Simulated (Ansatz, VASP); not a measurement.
**Two plane-wave programs on W**

```
W
1.0
     2.86477    0.00000    0.00000
     0.00000    4.95926    0.00000
     0.00000    0.00000    5.02026
W
4
Direct
  0.79317 0.93684 0.75000
  0.20683 0.43684 0.75000
  0.20683 0.06316 0.25000
  0.79317 0.56316 0.25000
```

Alike in both runs: task single point; functional LDA; k mesh 9 × 6 × 6; occupations fermi-dirac, width 0.05 eV; no spin polarisation.

|  | VASP | Ansatz |
| --- | --- | --- |
| version | VASP 6.6.1 | Ansatz 0.2.0 |
| potentials or method | VASP PAW LDA potentials, release 64 (W_sv) | Ansatz PAW |
| plane-wave cutoff (eV) | 520 | 420 |
| valence electrons in the cell | 56 | 56 |

Ansatz gave:

```
gap on the k mesh at the Fermi level (eV)                     : none
pressure (GPa)                                                : -28.1
traceless stress, the component that is largest in VASP (GPa) : 1.44
rms of the force components (eV/Å)                            : 0.181
```

What did VASP give for the same quantities?

gap on the k mesh at the Fermi level (eV): none; pressure (GPa): -27.0; traceless stress, the component that is largest in VASP (GPa): 1.26; rms of the force components (eV/Å): 0.171.

LDA's correlation is that of Perdew and Zunger in VASP and of Perdew and Wang (1992) in Ansatz. Atom by atom the forces differ by 0.010 eV/Å (rms over components). A gap of «none» marks a metal or a gap that the smearing closes.

Neither program's run includes spin-orbit coupling.
